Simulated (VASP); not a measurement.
Input of a VASP 6.6.1 run:

The input INCAR:

```
SYSTEM = AlSn
  ALGO = Normal
  EDIFF = 1E-8
  ENCUT = 520
  GGA = PS
  ISIF = 2
  ISMEAR = -1
  LASPH = .True.
  LCHARG = .False.
  LEFG = .True.
  LREAL = .False.
  LWAVE = .False.
  NBANDS = 16
  NELM = 60
  PREC = Accurate
  SIGMA = 0.05
```

KPOINTS

```
k-points
0
Gamma
  11 11 12
  0 0 0
```

POSCAR

```
AlSn
1.0
    4.2533501827      0.0000000000      0.0000000000
   -2.1266750914      3.6835093094      0.0000000000
    0.0000000000      0.0000000000      3.3503631350
Al Sn
1 1
Direct
    0.0000000000      0.0000000000      0.0000000000
    0.3333333333      0.6666666667      0.5000000000
```

Potentials or basis: VASP PAW PBE potentials, release 64 (Al, Sn_d).

Run with:

```sh
$ cat potpaw_PBE.64/Al/POTCAR potpaw_PBE.64/Sn_d/POTCAR > POTCAR
$ mpirun -np 1 vasp_std > vasp.out
```

Q: Predict the pressure.

A: -3.7 GPa.

Electric field gradients, principal values (V/Å²):
```csv
atom,least,middle,greatest (by size)
1 Al,-2.372,-2.373,4.745
2 Sn,-32.398,-32.400,64.799
```

Caveat: without QUAD_EFG the Cq values of the log hold for a quadrupole moment of 1 mb, not for the nuclei; the PAW data sets were made with another functional, which shifts forces and pressure a little.
